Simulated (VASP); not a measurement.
Runs of VASP 6.6.1 on Tl. The structure is that of space group Pm-3m (No. 221), or close to it. The cells are those of the table. This isn't the form of Tl at room conditions, which is hcp.

```csv
task,cell,cutoff (eV),gap on the mesh (eV),pressure (GPa)
single point,"a = 2.675 Å, 1 atom",520,none,60.5
single point,"a = 2.865 Å, 1 atom",520,none,20.1
single point,"a = 2.748 Å, 1 atom",520,none,(a)
relaxation of cell and atoms,"relaxed to 60 GPa from a = 3.160 Å, 1 atom",600,none,60.1
relaxation of cell and atoms,"relaxed to 40 GPa from a = 3.160 Å, 1 atom",600,none,40.0
```

Alike in all rows: level r2SCAN; potentials or basis VASP PAW PBE potentials, release 64 (Tl_d); no spin polarisation; k mesh 7 × 7 × 7; smearing fermi-dirac 0.1 eV.

Task: Fill in the values left out.

Result: (a) 40.3.

Caveats: the PAW data sets were made with another functional, which shifts forces and pressure a little; spin-orbit coupling is left out, which moves the levels of the heavy elements; the cell stands under pressure (at least some runs); the cell is relaxed towards a set pressure, so the run minimises the enthalpy, not the energy (at least some runs).

A k mesh can miss the band edges, and the runs leave out spin-orbit coupling on Tl.

A gap of «none» marks levels without a gap at the run's occupations.
